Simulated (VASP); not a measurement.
# Pt (Fm-3m) in VASP: settings compared

Aim: see how the results for Pt move with the level of theory and the settings. Levels: PBEsol, revPBE+D4. Tasks: single point, relaxation of cell and atoms.

Program: VASP 6.6.1. These are calculated values, not measurements. Logs are shortened: lines on timing, memory, paths and dates and some standing lists are left out, and cuts for length are marked.

### 1 The cell of the first run

The structure is cubic, space group Fm-3m (No. 225). Conventional cell: a = 3.922 Å, b = 3.922 Å, c = 3.922 Å, α = 90.00°, β = 90.00°, γ = 90.00°. Within 3.7 Å of Pt (site symmetry m-3m) lie 12 Pt at 2.77 Å.

### 2 Single point, PBEsol

File INCAR:

```
ALGO     = Fast           # electronic algorithm
EDIFF    = 1E-6           # SCF threshold, eV
ENCUT    = 520            # plane-wave cutoff, eV
GGA      = PS             # functional
ISIF     = 2              # what is computed and relaxed
ISMEAR   = 0              # smearing method
LASPH    = True           # aspherical terms in the spheres
LCHARG   = False          # write CHGCAR
LREAL    = False          # projectors in reciprocal space
LWAVE    = False          # write WAVECAR
NBANDS   = 11             # bands
NELM     = 100            # most SCF steps
PREC     = Accurate       # precision mode
SIGMA    = 0.02           # smearing width, eV
```

File KPOINTS:

```
k-points
0
Gamma
  12 12 12
```

File POSCAR:

```
Pt
1.0
    0.0000000000      1.9609000000      1.9609000000
    1.9609000000      0.0000000000      1.9609000000
    1.9609000000      1.9609000000      0.0000000000
Pt
1
Direct
    0.0000000000      0.0000000000      0.0000000000
```

Potentials or basis: VASP PAW PBE potentials, release 64 (Pt).

On the command line:

```bash
cat potpaw_PBE.64/Pt/POTCAR > POTCAR
mpirun -np 1 vasp_std > vasp.out
```

OUTCAR:

```text
EDIFF = 1E-6
   ENCUT = 520
   GGA = PS
   ISIF = 2
   ISMEAR = 0
   LASPH = True
   LREAL = False
   NELM = 100
   PREC = Accurate

 ion  position               nearest neighbor table
   1  0.000  0.000  0.000-

  LATTYP: Found a face centered cubic cell.
 ALAT       =     3.9218000000

  Lattice vectors:

 A1 = (   0.0000000000,   1.9609000000,   1.9609000000)
 A2 = (   1.9609000000,   0.0000000000,   1.9609000000)
 A3 = (   1.9609000000,   1.9609000000,   0.0000000000)

Analysis of symmetry for initial positions (statically):
=====================================================================
 Subroutine PRICEL returns:
 Original cell was already a primitive cell.

 Routine SETGRP: Setting up the symmetry group for a
 face centered cubic supercell.

 Subroutine GETGRP returns: Found 48 space group operations
 (whereof 48 operations were pure point group operations)
 out of a pool of 48 trial point group operations.

The static configuration has the point symmetry O_h .

Analysis of symmetry for dynamics (positions and initial velocities):
=====================================================================
 Subroutine PRICEL returns:
 Original cell was already a primitive cell.

 Routine SETGRP: Setting up the symmetry group for a
 face centered cubic supercell.

 Subroutine GETGRP returns: Found 48 space group operations
 (whereof 48 operations were pure point group operations)
 out of a pool of 48 trial point group operations.

The dynamic configuration has the point symmetry O_h .

 Subroutine INISYM returns: Found 48 space group operations
 (whereof 48 operations are pure point group operations),
 and found     1 'primitive' translations

----------------------------------------------------------------------------------------

                                     Primitive cell

  volume of cell :      15.0798

  direct lattice vectors                    reciprocal lattice vectors
     0.000000000  1.960900000  1.960900000    -0.254984956  0.254984956  0.254984956
     1.960900000  0.000000000  1.960900000     0.254984956 -0.254984956  0.254984956
     1.960900000  1.960900000  0.000000000     0.254984956  0.254984956 -0.254984956

  length of vectors
     2.773131374  2.773131374  2.773131374     0.441646899  0.441646899  0.441646899

  position of ions in fractional coordinates (direct lattice)
     0.000000000  0.000000000  0.000000000

  ion indices of the primitive-cell ions
   primitive index   ion index
                 1           1

----------------------------------------------------------------------------------------

 KPOINTS: k-points

Automatic generation of k-mesh.
 Grid dimensions read from file:
 generate k-points for:   12   12   12

 Generating k-lattice:

  Cartesian coordinates                     Fractional coordinates (reciprocal lattice)
    -0.021248746  0.021248746  0.021248746     0.083333333  0.000000000  0.000000000
     0.021248746 -0.021248746  0.021248746     0.000000000  0.083333333  0.000000000
     0.021248746  0.021248746 -0.021248746     0.000000000  0.000000000  0.083333333

  Length of vectors
     0.036803908  0.036803908  0.036803908

  Shift w.r.t. Gamma in fractional coordinates (k-lattice)
     0.000000000  0.000000000  0.000000000

 Subroutine IBZKPT returns following result:
 ===========================================

 Found     72 irreducible k-points:

 Following reciprocal coordinates:
            Coordinates               Weight
  0.000000  0.000000  0.000000      1.000000
  0.083333  0.000000  0.000000      8.000000
  0.166667  0.000000  0.000000      8.000000
  0.250000  0.000000  0.000000      8.000000
  0.333333  0.000000  0.000000      8.000000
  0.416667  0.000000  0.000000      8.000000
[... 16 lines left out ...]
  0.500000  0.166667  0.000000     24.000000
 -0.416667  0.166667  0.000000     24.000000
 [... further k-points ...]
   k-points           NKPTS =     72   k-points in BZ     NKDIM =     72   number of bands    NBANDS=     11
   number of dos      NEDOS =    301   number of ions     NIONS =      1
   total plane-waves  NPLWV =  13824
   dimension x,y,z NGX =    24 NGY =   24 NGZ =   24
   dimension x,y,z NGXF=    48 NGYF=   48 NGZF=   48
   ions per type =               1
   NGX,Y,Z   is equivalent  to a cutoff of  14.39, 14.39, 14.39 a.u.
   NGXF,Y,Z  is equivalent  to a cutoff of  28.78, 28.78, 28.78 a.u.
 SYSTEM =  unknown system
   PREC   = accura    normal or accurate (medium, high low for compatibility)
   ISTART =      0    job   : 0-new  1-cont  2-samecut
   ICHARG =      2    charge: 1-file 2-atom 10-const
   ISPIN  =      1    spin polarized calculation?
   LNONCOLLINEAR =      F non collinear calculations
   LSORBIT =      F    spin-orbit coupling
   LASPH  =      T    aspherical Exc in radial PAW
   ENCUT  =  520.0 eV  38.22 Ry    6.18 a.u.   5.16  5.16  5.16*2*pi/ulx,y,z
   NELM   =    100;   NELMIN=  2; NELMDL= -5     # of ELM steps
   EDIFF  = 0.1E-05   stopping-criterion for ELM
   LREAL  =      F    real-space projection
   EDIFFG = 0.1E-04   stopping-criterion for IOM
   NSW    =      0    number of steps for IOM
   IBRION =     -1    ionic relax: 0-MD 1-quasi-New 2-CG
   NFREE  =      0    steps in history (QN), initial steepest desc. (CG)
   ISIF   =      2    stress and relaxation
   ISYM   =      2    0-nonsym 1-usesym 2-fastsym
   POTIM  = 0.5000    time-step for ionic-motion
   TEBEG  =    0.0;   TEEND  =   0.0 temperature during run
   PSTRESS=    0.0 pullay stress
   NELECT =      10.0000    total number of electrons
   NUPDOWN=      -1.0000    fix difference up-down
   EMIN   =  10.00;   EMAX   =-10.00  energy-range for DOS
   EFERMI =   0.00;   METHOD = LEGACY
   ISMEAR =     0;   SIGMA  =   0.02  broadening in eV -4-tet -1-fermi 0-gaus
   EFERMI_NEDOS =   21; number of points for ismear=-14 and -15
   IALGO  =     68    algorithm
   IMIX   =      4    mixing-type and parameters
     AMIX     =   0.40;   BMIX     =  1.00
     AMIX_MAG =   1.60;   BMIX_MAG =  1.00
  volume/ion in A,a.u.               =      15.08       101.76
  Fermi-wavevector in a.u.,A,eV,Ry     =   1.427609  2.697791 27.729605  2.038068
  Thomas-Fermi vector in A             =   2.547760
   LORBIT       =      0    0 simple, 1 ext, 2 COOP (PROOUT), +10 PAW based schemes
   GGA     = PS    functional components
   LHFCALC =     F    Hartree Fock is set to
   AEXX    =    0.0000 exact exchange contribution
   IVDW    =     0    specifies the selected vdW correction
   LEPSILON=     F    determine dielectric tensor
   LRPA    =     F    only Hartree local field effects (RPA)
 non-spin polarized calculation
 RMM-DIIS sequential band-by-band and
 Gauss-broadening in eV      SIGMA  =   0.02
  energy-cutoff  :      520.00
  volume of cell :       15.08
 maximum number of plane-waves:       419
 NGX is ok and might be reduce to    24
   NGX = 11   NGY = 11   NGZ = 11

 number of electron      10.0000000 magnetization

 Free energy of the ion-electron system (eV)
  ---------------------------------------------------
  ext. energy  EPLUGINS =         0.00000000
  ---------------------------------------------------
  free energy    TOTEN  =        -6.96341289 eV

  energy without entropy =       -6.96233591  energy(sigma->0) =       -6.96287440

 E-fermi :  11.1279     XC(G=0): -13.6266

 val. band max:       11.1211694162   @ k =  -0.4167   0.4167   0.1667
 cond. band min:      11.1279109209   @ k =   0.5000   0.4167   0.0833
 fundamental gap:      0.0067415046
 Fermi energy:        11.1278502310

 k-point     1 :       0.0000    0.0000    0.0000
  band No.  band energies     occupation
      1       0.8003      2.00000
      2       7.3024      2.00000
      3       7.3024      2.00000
      4       7.3024      2.00000
      5       9.4814      2.00000
      6       9.4814      2.00000
      7      25.7211      0.00000
      8      30.6774      0.00000
      9      30.6774      0.00000
     10      30.6774      0.00000
     11      35.9725      0.00000

 k-point     2 :       0.0833    0.0000    0.0000
  band No.  band energies     occupation
      1       1.0780      2.00000
      2       7.1806      2.00000
      3       7.4106      2.00000
      4       7.4106      2.00000
      5       9.4228      2.00000
      6       9.4228      2.00000
      7      26.1486      0.00000
      8      29.3414      0.00000
      9      31.1049      0.00000
     10      31.1049      0.00000
     11      37.3475      0.00000

 k-point     3 :       0.1667    0.0000    0.0000
  band No.  band energies     occupation
      1       1.8492      2.00000
      2       6.9358      2.00000
      3       7.6315      2.00000
      4       7.6315      2.00000
      5       9.3743      2.00000
      6       9.3743      2.00000
      7      26.9649      0.00000
      8      27.1481      0.00000
      9      32.2930      0.00000
     10      32.2930      0.00000
     11      35.9924      0.00000

 k-point     4 :       0.2500    0.0000    0.0000
  band No.  band energies     occupation
      1       2.8545      2.00000
      2       6.9368      2.00000
      3       7.6796      2.00000
      4       7.6796      2.00000
      5       9.6545      2.00000
      6       9.6545      2.00000
      7      24.3574      0.00000
      8      27.4598      0.00000
      9      33.7122      0.00000
     10      33.7122      0.00000
     11      34.5826      0.00000

 k-point     5 :       0.3333    0.0000    0.0000
  band No.  band energies     occupation
      1       3.5442      2.00000
      2       7.5035      2.00000
      3       7.5035      2.00000
      4       7.7722      2.00000
      5      10.2829      2.00000
      6      10.2829      2.00000
      7      21.3756      0.00000
      8      26.4857      0.00000
      9      32.4413      0.00000
     10      32.4413      0.00000
     11      36.1632      0.00000
[... 211 lines left out ...]
 k-point    21 :       0.3333    0.1667    0.0000
  band No.  band energies     occupation
      1       3.9418      2.00000
      2       6.1004      2.00000
      3       7.4079      2.00000
      4       8.3907      2.00000
      5      10.0291      2.00000
      6      10.5923      2.00000
      7      23.8971      0.00000
      8      28.1422      0.00000
      9      29.0006      0.00000
     10      31.0090      0.00000
     11      35.3911      0.00000

 k-point    22 :       0.4167    0.1667    0.0000
  band No.  band energies     occupation
      1       4.4014      2.00000
      2       6.6221      2.00000
      3       7.1611      2.00000
      4       8.2092      2.00000
      5      11.0899      1.99269
      6      11.6201      0.00000
      7      20.5002      0.00000
      8      27.0305      0.00000
      9      28.4023      0.00000
     10      30.2778      0.00000
     11      37.7856      0.00000

 k-point    23 :       0.5000    0.1667    0.0000
  band No.  band energies     occupation
      1       4.4937      2.00000
      2       6.6449      2.00000
      3       7.8763      2.00000
      4       8.0185      2.00000
      5      11.2169      0.00000
      6      13.5447      0.00000
      7      17.5182      0.00000
      8      26.2670      0.00000
      9      28.4790      0.00000
     10      28.8992      0.00000
     11      38.4242      0.00000

 k-point    24 :      -0.4167    0.1667    0.0000
  band No.  band energies     occupation
      1       4.5523      2.00000
      2       6.6594      2.00000
      3       7.9293      2.00000
      4       8.1901      2.00000
      5      10.8154      2.00000
      6      14.1010      0.00000
      7      17.0910      0.00000
      8      25.8798      0.00000
      9      27.9771      0.00000
     10      29.6062      0.00000
     11      37.9580      0.00000

 [... further k-points ...]
[... 5 lines left out ...]
  --------------------------------------------------------------------------------------
  -------------------------------------------------------------------------------------
  Total       -0.1008730     -0.1008730     -0.1008730     -0.0000000      0.0000000     -0.0000000
  in kB      -10.7173971    -10.7173971    -10.7173971     -0.0000000      0.0000000     -0.0000000
  external PRESSURE =     -10.7173971 kB  Pullay stress =       0.0000000 kB

 VOLUME and BASIS-vectors are now :
 -----------------------------------------------------------------------------
  energy-cutoff  :      520.00
  volume of cell :       15.08
      direct lattice vectors                 reciprocal lattice vectors
     0.000000000  1.960900000  1.960900000    -0.254984956  0.254984956  0.254984956
     1.960900000  0.000000000  1.960900000     0.254984956 -0.254984956  0.254984956
     1.960900000  1.960900000  0.000000000     0.254984956  0.254984956 -0.254984956

 POSITION                                       TOTAL-FORCE (eV/Angst)
 -----------------------------------------------------------------------------------
      0.00000      0.00000      0.00000         0.000000      0.000000      0.000000
 -----------------------------------------------------------------------------------
    total drift:                               -0.000000     -0.000000     -0.000000

  FREE ENERGIE OF THE ION-ELECTRON SYSTEM (eV)
  ---------------------------------------------------
  free  energy   TOTEN  =        -6.9634128932 eV

  energy  without entropy=       -6.9623359080  energy(sigma->0) =       -6.96287440
```

It took 5 s on 1 thread of Intel Xeon 6975P-C (Granite Rapids), shared host; peak memory 0.14 GiB.

Results:

| Property | Result |
| --- | --- |
| Free energy | -6.9634 eV |
| Pressure | -1.1 GPa |
| Band gap on the k mesh | zero (band 5 reaches 11.61 eV, above the bottom of band 6 at 9.37 eV) |

Caveat: the PAW data sets were made with another functional, which shifts forces and pressure a little; spin-orbit coupling is left out, which moves the levels of the heavy elements.

### 3 Single point, PBEsol

This run uses another cell than the first one, of 15.05 Å³/atom, 0.998 times its volume.

File INCAR:

```
SYSTEM = Pt
ALGO = Normal
EDIFF = 1E-7
ENCUT = 520
GGA = PS
ISIF = 2
ISMEAR = -1
LASPH = .True.
LCHARG = .True.
LELF = .True.
LREAL = .False.
LVHAR = .True.
LWAVE = .False.
NBANDS = 11
NELM = 80
PREC = Accurate
SIGMA = 0.05
```

File KPOINTS:

```
k-points
0
Gamma
  12 12 12
  0 0 0
```

File POSCAR:

```
Pt
1.0
    0.0000000000      1.9594292811      1.9594292811
    1.9594292811      0.0000000000      1.9594292811
    1.9594292811      1.9594292811      0.0000000000
Pt
1
Direct
    0.0000000000      0.0000000000      0.0000000000
```

Potentials or basis: VASP PAW PBE potentials, release 64 (Pt).

On the command line:

```bash
cat potpaw_PBE.64/Pt/POTCAR > POTCAR
mpirun -np 1 vasp_std > vasp.out
```

Run time: 5 s. Hardware: 1 thread of Intel Xeon 6975P-C (Granite Rapids), shared host; peak memory 0.14 GiB.

Results (log left out):

```
Free energy            : -6.9731 eV
Pressure               : -0.4 GPa
Band gap on the k mesh : zero (band 5 reaches 11.65 eV, above the bottom of band 6 at 9.41 eV)
```

Levels at points of the mesh, in eV from the Fermi level:
```tsv
k point	band 1	band 2	band 3	band 4	band 5	band 6	band 7	band 8	band 9	band 10
(0.00, 0.00, 0.00)	-10.35	-3.84	-3.84	-3.84	-1.65	-1.65	14.59	19.56	19.56	19.56
(0.50, 0.00, 0.00)	-7.42	-3.90	-3.90	-0.58	0.03	0.03	5.80	14.14	18.93	18.93
(0.50, 0.50, 0.00)	-7.16	-6.69	0.00	0.48	0.48	1.68	8.84	11.32	11.32	20.10
```

Caveat: the PAW data sets were made with another functional, which shifts forces and pressure a little; spin-orbit coupling is left out, which moves the levels of the heavy elements.

(Continued in part 2 of 2.)
